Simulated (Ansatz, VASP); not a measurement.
One calculation of SiO2, two programs

```
Si O
1.0
    -4.45561    4.45561    4.45561
     4.45561   -4.45561    4.45561
     4.45561    4.45561   -4.45561
Si O
6 12
Direct
  0.50000 0.25000 0.75000
  0.50000 0.75000 0.25000
  0.25000 0.75000 0.50000
  0.75000 0.25000 0.50000
  0.25000 0.50000 0.75000
  0.75000 0.50000 0.25000
  0.35230 0.00000 0.64770
  0.64770 0.64770 0.29540
  0.35230 0.64770 0.00000
  0.35230 0.70460 0.35230
  0.64770 0.29540 0.64770
  0.00000 0.35230 0.64770
  0.70460 0.35230 0.35230
  0.64770 0.35230 0.00000
  0.00000 0.64770 0.35230
  0.29540 0.64770 0.64770
  0.35230 0.35230 0.70460
  0.64770 0.00000 0.35230
```

Alike in both runs: functional LDA; k mesh 4 × 4 × 4; occupations gaussian, width 0.02 eV; no spin polarisation.

Ansatz relaxed the structure, and its values are those at the end. VASP's run is a single point on that final structure, the one shown.

```csv
,VASP,Ansatz
version,VASP 6.6.1,Ansatz 0.2.0
potentials or method,"VASP PAW LDA potentials, release 64 (Si, O), cutoff 520 eV","scalar-relativistic, plane waves, PAW"
valence electrons in the cell,96,96
```

Ansatz gave:

```
gap on the k mesh at the Fermi level (eV) : 5.51
least direct gap on the mesh (eV)         : 5.51
pressure (GPa)                            : 0.0
```

Estimate VASP's values.

gap on the k mesh at the Fermi level (eV): 5.51; least direct gap on the mesh (eV): 5.51; pressure (GPa): 0.3.

LDA's correlation is that of Perdew and Zunger in VASP and of Perdew and Wang (1992) in Ansatz.
